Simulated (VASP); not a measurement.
Set up this calculation in VASP 6.6.1, as the native input.

| Item | Value |
| --- | --- |
| Task | single point |
| Functional | PBE |
| Potentials or basis | VASP PAW PBE potentials, release 64 (Bi_d) |
| Cutoff | 520 eV |
| k mesh | 19 × 19 × 19 |
| Occupations | fermi-dirac, width 0.0612256 eV |
| Spin | no spin polarisation |
| Dipole correction | no |
| Further INCAR settings | ALGO = Normal; EDIFF = 1e-07; NBANDS = 14 |

The structure of Bi lies in POSCAR:

```
Bi
1.0
    0.0000000000      2.4969408769      2.4969408769
    2.4969408769      0.0000000000      2.4969408769
    2.4969408769      2.4969408769      0.0000000000
Bi
1
Direct
    0.0000000000      0.0000000000      0.0000000000
```

This isn't the form of Bi at room conditions, which is rhombohedral.

One way to write it, as run:

INCAR

```
ALGO = Normal ; EDIFF = 1E-7
ENCUT = 520 ; GGA = PE
ISIF = 2 ; ISMEAR = -1
LASPH = T ; LCHARG = F
LREAL = F ; LWAVE = F
NBANDS = 14 ; NELM = 100
PREC = Accurate ; SIGMA = 0.06122561905347299
```

KPOINTS

```
k-points
0
Gamma
  19 19 19
```

Potentials or basis: VASP PAW PBE potentials, release 64 (Bi_d).

Command:

```sh
$ cat potpaw_PBE.64/Bi_d/POTCAR > POTCAR
$ mpirun -np 1 vasp_std > vasp.out
```

Results of the run:

| Property | Result |
| --- | --- |
| Pressure | 1.0 GPa |
| Band gap on the k mesh | zero (an odd number of electrons rules out a gap without spin polarisation) |

Caveat: spin-orbit coupling is left out, which moves the levels of the heavy elements.

Run time: 120 s on 1 thread of AMD EPYC 7R43 64-Core Processor (Zen 3), with other jobs on the host, peak memory 0.18 GiB.
